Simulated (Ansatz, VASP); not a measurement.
## MgO: VASP beside Ansatz

```
CELL_PARAMETERS angstrom
0.00000 2.10711 2.21246
2.10711 0.00000 2.21246
2.10711 2.10711 0.00000
ATOMIC_POSITIONS crystal
Mg 0.00000 0.00000 0.00000
O 0.50000 0.50000 0.50000
```

Change from the starting cell: strain +0.000 along x and y, +0.050 along z, atoms carried along.

Alike in both runs: task single point; functional PBEsol; k mesh 10 × 10 × 10; occupations gaussian, width 0.05 eV; no spin polarisation.

|  | VASP | Ansatz |
| --- | --- | --- |
| version | VASP 6.6.1 | Ansatz 0.2.0 |
| potentials or method | VASP PAW PBE potentials, release 64 (Mg, O), cutoff 520 eV | scalar-relativistic, plane waves, PAW |
| valence electrons in the cell | 8 | 16 |

VASP gave:

| Quantity | Value |
| --- | --- |
| gap on the k mesh at the Fermi level (eV) | 4.09 |
| least direct gap on the mesh (eV) | 4.09 |
| pressure (GPa) | -6.8 |
| traceless stress, the component that is largest in VASP (GPa) | -4.48 |

Task: What did Ansatz give for the same quantities?

Result: gap on the k mesh at the Fermi level (eV): 4.09; least direct gap on the mesh (eV): 4.09; pressure (GPa): -6.3; traceless stress, the component that is largest in VASP (GPa): -4.47.

VASP's potentials were made for PBE, not for PBEsol. With one functional, cell and mesh, what is left measures potentials, basis and numerics. VASP's potentials hold 8 valence electrons a cell and Ansatz's 16, so a difference there can come from the potentials and not from the codes.
